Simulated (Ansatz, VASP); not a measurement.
# Hf: VASP beside Ansatz

Contents of INCAR:

```
  PREC = Accurate
  ENCUT = 520
  EDIFF = 1E-6
  ISMEAR = 0
  SIGMA = 0.15
  LREAL = False
  LASPH = True
  NELM = 60
  ALGO = Fast
  ISIF = 2
  LWAVE = False
  LCHARG = False
  GGA = PS
  NBANDS = 17
```

Contents of KPOINTS:

```
regular mesh
0
Gamma
  18 18 10
```

File POSCAR:

```
Hf
1.0
    3.0417588492      0.0000000000      0.0000000000
   -1.5208794246      2.6342404356      0.0000000000
    0.0000000000      0.0000000000      5.3709413284
Hf
2
Direct
    0.3333333333      0.6666666667      0.2500000000
    0.6666666667      0.3333333333      0.7500000000
```

Input for Ansatz:

```yaml
crystal:
  lattice:
    - [3.0417588492, 0.0, 0.0]
    - [-1.5208794246, 2.6342404356, 0.0]
    - [0.0, 0.0, 5.3709413284]
  atoms:
    - { symbol: Hf, position: [0.3333333333, 0.6666666667, 0.25] }
    - { symbol: Hf, position: [0.6666666667, 0.3333333333, 0.75] }
basis:
  ecutwfc: 420
kpoints:
  mp_grid: { grid: [18, 18, 10] }
hamiltonian:
  xc: pbesol
  pseudopotentials: { kind: paw }
scf:
  occupations: { method: gaussian, width: 0.15 }
output:
  forces: true
  stress: true
  eigenvalues: true
```

Change from the starting cell: strain +e along x and -e along y +0.0000, strain +e along z and -e/2 along x and y +0.0750.

Alike in both runs: task single point; functional PBEsol; k mesh 18 × 18 × 10; occupations gaussian, width 0.15 eV; no spin polarisation.

|  | VASP | Ansatz |
| --- | --- | --- |
| version | VASP 6.6.1 | Ansatz 0.2.0 |
| potentials or method | VASP PAW PBE potentials, release 64 (Hf_pv), cutoff 520 eV | scalar-relativistic, plane waves, PAW |
| valence electrons in the cell | 20 | 52 |

```tsv
	VASP	Ansatz	Ansatz less VASP
gap on the k mesh at the Fermi level (eV)	none	none	-
pressure (GPa)	0.1	0.4	+0.34
traceless stress, the component that is largest in VASP (GPa)	-8.07	-8.02	+0.052
```

VASP's potentials were made for PBE, not for PBEsol. A gap of «none» marks a metal or a gap that the smearing closes. The functional is the same, so the differences come from potentials, cutoffs and numerics. VASP's potentials hold 20 valence electrons a cell and Ansatz's 52, so a difference there can come from the potentials and not from the codes.

Spin-orbit coupling is off throughout.
